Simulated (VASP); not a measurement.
Write the native input for VASP 6.6.1 that does the following.

```
Task                   : single point
Functional             : LDA
Potentials or basis    : VASP PAW LDA potentials, release 64 (Be, S)
Cutoff                 : 520 eV
k mesh                 : 6 × 6 × 6
Occupations            : gaussian, width 0.01 eV
Spin                   : no spin polarisation
Dipole correction      : no
Further INCAR settings : ALGO = Normal; EDIFF = 1e-06; NBANDS = 11
```

The structure of BeS lies in POSCAR:

```
BeS
1.0
    0.0000000000      2.4343062304      2.4343062304
    2.4343062304      0.0000000000      2.4343062304
    2.4343062304      2.4343062304      0.0000000000
Be S
1 1
Direct
    0.0000000000      0.0000000000      0.0000000000
    0.2500000000      0.2500000000      0.2500000000
```

These files were run (other wordings do the same):

INCAR

```
PREC = Accurate ; ENCUT = 520
EDIFF = 1E-6 ; ISMEAR = 0
SIGMA = 0.01 ; LREAL = False
LASPH = True ; NELM = 100
ALGO = Normal ; ISIF = 2
LWAVE = False ; LCHARG = True
GGA = CA ; LELF = True
LVHAR = True ; NBANDS = 11
```

KPOINTS

```
regular mesh
0
Gamma
  6 6 6
```

Potentials or basis: VASP PAW LDA potentials, release 64 (Be, S).

The run is started by

```console
$ cat potpaw_LDA.64/Be/POTCAR potpaw_LDA.64/S/POTCAR > POTCAR
$ mpirun -np 1 vasp_std > vasp.out
```

Results of the run:

```yaml
Pressure: -4.1 GPa
Band_gap_on_the_k_mesh: 2.93 eV, indirect (least direct gap 5.55 eV)
```

Run time: 4.2 s on 1 thread of AMD EPYC 7R13 Processor (Zen 3) (shared host), peak memory 0.1 GiB.
